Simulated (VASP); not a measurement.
Crystal: GaSb2.

```
Ga Sb
1.0
     8.27057    0.00000    0.00000
     0.00000    1.74279    2.69238
     0.00000   -1.74279    2.69238
Ga Sb
1 2
Direct
  0.00000 0.72494 0.72494
  0.31076 0.13942 0.13942
  0.68924 0.13942 0.13942
```

- Program: VASP 6.6.1
- Task: relaxation of cell and atoms
- Functional: PBE
- Potentials or basis: VASP PAW PBE potentials, release 64 (Ga_d, Sb)
- Cutoff: 600 eV
- k mesh: 2 × 6 × 6
- Occupations: gaussian, width 0.1 eV
- Spin: no spin polarisation

At the start: pressure 0.4 GPa; volume 25.87 Å³/atom.

Question: Where does the relaxation end?

Answer: Over 6 steps the energy falls by 5.4 meV/atom and the volume is 26.18 Å³/atom (+1.2 %); space group Amm2 (No. 38, to 0.1 Å) before and after.

The path:
| step | energy change (eV) | largest force (eV/Å) | pressure (GPa) | volume (Å³) |
| --- | --- | --- | --- | --- |
| 1 | 0.0000 | 0.1957 | 0.42 | 77.62 |
| 2 | -0.0086 | 0.1387 | -0.07 | 78.38 |
| 3 | -0.0114 | 0.1009 | -0.45 | 79.06 |
| 4 | -0.0154 | 0.0275 | 0.00 | 78.48 |
| 5 | -0.0156 | 0.0134 | 0.09 | 78.36 |
| 6 | -0.0161 | 0.0055 | -0.01 | 78.53 |

Final structure:
```cif
data_structure
_symmetry_space_group_name_H-M 'P 1'
_symmetry_Int_Tables_number 1
_cell_length_a 8.4661
_cell_length_b 3.1788
_cell_length_c 3.1788
_cell_angle_alpha 66.629
_cell_angle_beta 90.000
_cell_angle_gamma 90.000
_cell_volume 78.53
loop_
_atom_site_label
_atom_site_type_symbol
_atom_site_fract_x
_atom_site_fract_y
_atom_site_fract_z
_atom_site_occupancy
Ga1 Ga 0.00000 0.72593 0.72593 1
Sb1 Sb 0.31460 0.13893 0.13893 1
Sb2 Sb 0.68540 0.13893 0.13893 1
```

Caveat: the k points lie up to 0.37 Å⁻¹ apart in the final cell, too coarse for converged energies and pressures of a metal.
